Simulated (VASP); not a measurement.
Wanted: the native input for a VASP 6.6.1 run.

* Task: relaxation of cell and atoms
* Functional: PBE
* Potentials or basis: VASP PAW PBE potentials, release 64 (Mo_sv, S)
* Cutoff: 520 eV
* k mesh: 12 × 12 × 12
* Occupations: gaussian, width 0.02 eV
* Spin: no spin polarisation
* Dipole correction: no
* Second try: timeout
* Further INCAR settings: ALGO = Normal; EDIFF = 1e-07; IBRION = 2; EDIFFG = -0.005; NSW = 100; ISIF = 3

The structure of MoS2 lies in POSCAR:

```
MoS2
1.0
    1.5921519155      0.9192293370      6.4820983796
   -1.5921519155      0.9192293370      6.4820983796
    0.0000000000     -1.8384586740      6.4820983796
Mo S
1 2
Direct
    0.9997750400      0.9997750400      0.9997750400
    0.4129302200      0.4129302200      0.4129302200
    0.2532957400      0.2532957400      0.2532957400
```

The input as run:

INCAR

```
SYSTEM = MoS2
PREC     = Accurate       ! precision mode
ENCUT    = 520            ! plane-wave cutoff, eV
EDIFF    = 1E-7           ! SCF threshold, eV
ISMEAR   = 0              ! smearing method
SIGMA    = 0.02           ! smearing width, eV
LREAL    = .FALSE.        ! projectors in reciprocal space
LASPH    = .TRUE.         ! aspherical terms in the spheres
NELM     = 120            ! most SCF steps
ALGO     = Normal         ! electronic algorithm
ISIF     = 3              ! what is computed and relaxed
LWAVE    = .FALSE.        ! write WAVECAR
LCHARG   = .FALSE.        ! write CHGCAR
GGA      = PE             ! functional
IBRION   = 2              ! ionic algorithm
NSW      = 100            ! ionic steps
EDIFFG   = -0.005         ! ionic threshold
GGA_COMPAT= .FALSE.      
NELMIN   = 4            
KPAR     = 8
```

KPOINTS

```
regular mesh
0
G
  12 12 12
  0 0 0
```

Potentials or basis: VASP PAW PBE potentials, release 64 (Mo_sv, S).

Run with:

```console
$ cat potpaw_PBE.64/Mo_sv/POTCAR potpaw_PBE.64/S/POTCAR > POTCAR
$ mpirun -np 8 vasp_std > vasp.out
```

Results of the run:

The relaxed volume is 20.95 Å³/atom. The relaxed cell is a = 7.388 Å, b = 7.388 Å, c = 7.388 Å, α = 24.90°, β = 24.90°, γ = 24.90° and the space group after relaxing (to 0.1 Å) is R3m (No. 160). The energy gained by relaxing is 4.7 meV/atom. The ionic steps are 19, the pressure after relaxing is 0.0 GPa and the band gap on the k mesh is 1.40 eV (least direct gap 1.68 eV).

Run time: 17 min on 8 MPI ranks on AMD EPYC 7R13 Processor (Zen 3) (shared host), peak memory 0.51 GiB a rank.
